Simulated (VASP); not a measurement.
Set up this calculation in VASP 6.6.1, as the native input.

| Quantity | Value |
| --- | --- |
| Task | single point |
| Functional | PBEsol |
| Potentials or basis | VASP PAW PBE potentials, release 64 (Ca_sv, S) |
| Cutoff | 500 eV |
| k mesh | 8 × 8 × 8 |
| Occupations | gaussian, width 0.01 eV |
| Spin | no spin polarisation |
| Dipole correction | no |
| Further INCAR settings | ALGO = Normal; EDIFF = 1e-06; NBANDS = 15 |

The structure of CaS (Oldhamite) lies in POSCAR:

```
CaS
1.0
    2.7014847186      2.7014847186      0.0000000000
   -2.7014847186      2.7014847186      0.0000000000
    0.0000000000      2.7014847186      2.7014847186
Ca S
1 1
Direct
    0.0000000000      0.0000000000      0.0000000000
    0.5000000000      0.5000000000      0.0000000000
```

The input as run:

INCAR

```
SYSTEM = CaS
ALGO = Normal ; EDIFF = 1E-6
ENCUT = 500 ; GGA = PS
GGA_COMPAT = .FALSE. ; ISIF = 2
ISMEAR = 0 ; LASPH = .TRUE.
LCHARG = .FALSE. ; LREAL = .FALSE.
LWAVE = .FALSE. ; NBANDS = 15
NELM = 120 ; PREC = Accurate
SIGMA = 0.01
```

KPOINTS

```
k-points
0
G
  8 8 8
  0 0 0
```

Potentials or basis: VASP PAW PBE potentials, release 64 (Ca_sv, S).

The run is started by

```console
$ cat potpaw_PBE.64/Ca_sv/POTCAR potpaw_PBE.64/S/POTCAR > POTCAR
$ mpirun -np 1 vasp_std > vasp.out
```

Results of the run:

```json
{"Pressure": "10.3 GPa", "Band gap on the k mesh": "1.77 eV, indirect (least direct gap 2.70 eV)"}
```

Caveat: the PAW data sets were made with another functional, which shifts forces and pressure a little.

It used 20 s of CPU time on 1 thread of AMD EPYC 7R13 Processor (Zen 3), with other jobs on the host.
